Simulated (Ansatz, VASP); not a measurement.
**RbH2 in VASP and in Ansatz**

The input INCAR:

```
SYSTEM = RbH2
PREC     = Accurate       ! precision mode
ENCUT    = 600            ! plane-wave cutoff, eV
EDIFF    = 1E-6           ! SCF threshold, eV
ISMEAR   = 0              ! smearing method
SIGMA    = 0.1            ! smearing width, eV
LREAL    = .False.        ! projectors in reciprocal space
LASPH    = .True.         ! aspherical terms in the spheres
NELM     = 60             ! most SCF steps
ALGO     = Normal         ! electronic algorithm
ISIF     = 3              ! what is computed and relaxed
LWAVE    = .False.        ! write WAVECAR
LCHARG   = .False.        ! write CHGCAR
GGA      = PE             ! functional
IBRION   = 2              ! ionic algorithm
NSW      = 90             ! ionic steps
EDIFFG   = -0.04          ! ionic threshold
```

File KPOINTS:

```
regular mesh
0
Gamma
  6 6 4
  0 0 0
```

File POSCAR:

```
RbH2
1.0
    2.4769580000     -2.4901413200      0.0000000000
    2.4769580000      2.4901413200      0.0000000000
    0.0000000000      0.0000000000      5.3000437600
Rb H
2 4
Direct
    0.0000000000      0.5000000000      0.0000000000
    0.5000000000      0.0000000000      0.5000000000
    0.7845240200      0.7845240200      0.7500000000
    0.2154759800      0.2154759800      0.7500000000
    0.2154759800      0.2154759800      0.2500000000
    0.7845240200      0.7845240200      0.2500000000
```

Input for Ansatz:

```yaml
crystal:
  lattice:
    - [2.476958, -2.49014132, 0.0]
    - [2.476958, 2.49014132, 0.0]
    - [0.0, 0.0, 5.30004376]
  atoms:
    - { symbol: Rb, position: [0.0, 0.5, 0.0] }
    - { symbol: Rb, position: [0.5, 0.0, 0.5] }
    - { symbol: H, position: [0.78452402, 0.78452402, 0.75] }
    - { symbol: H, position: [0.21547598, 0.21547598, 0.75] }
    - { symbol: H, position: [0.21547598, 0.21547598, 0.25] }
    - { symbol: H, position: [0.78452402, 0.78452402, 0.25] }
basis:
  ecutwfc: 420
kpoints:
  mp_grid: { grid: [6, 6, 4] }
hamiltonian:
  xc: pbe
scf:
  occupations: { method: gaussian, width: 0.1 }
  lower_state_search: "off"
output:
  forces: true
  stress: true
  eigenvalues: true
relax:
  adjacent_minimum: "off"
  f_tol: 0.04
  max_steps: 70
  cell: { stress_tol: 0.4 }
```

Alike in both runs: task relaxation of cell and atoms; functional PBE; k mesh 6 × 6 × 4; occupations gaussian, width 0.1 eV; no spin polarisation.

```csv
,VASP,Ansatz
version,VASP 6.6.1,Ansatz 0.2.0
potentials or method,"VASP PAW PBE potentials, release 64 (Rb_sv, H), cutoff 600 eV","scalar-relativistic, plane waves, PAW"
valence electrons in the cell,22,22
```

Ansatz gave:

- gap on the k mesh at the Fermi level, each at its own relaxed structure (eV): none
- relaxed volume (Å³/atom): 36.64
- relaxed cell length with the largest relative difference (Å): 5.987

Question: Which values does VASP return?

Answer: gap on the k mesh at the Fermi level, each at its own relaxed structure (eV): none; relaxed volume (Å³/atom): 27.37; relaxed cell length with the largest relative difference (Å): 5.254.

A gap of «none» marks a metal or a gap that the smearing closes. One of these differences is far larger than is usual between the two programs; its cause wasn't traced.

Noted on VASP's run: the volume moved by over 15 % at a fixed basis, so the end points are rough.
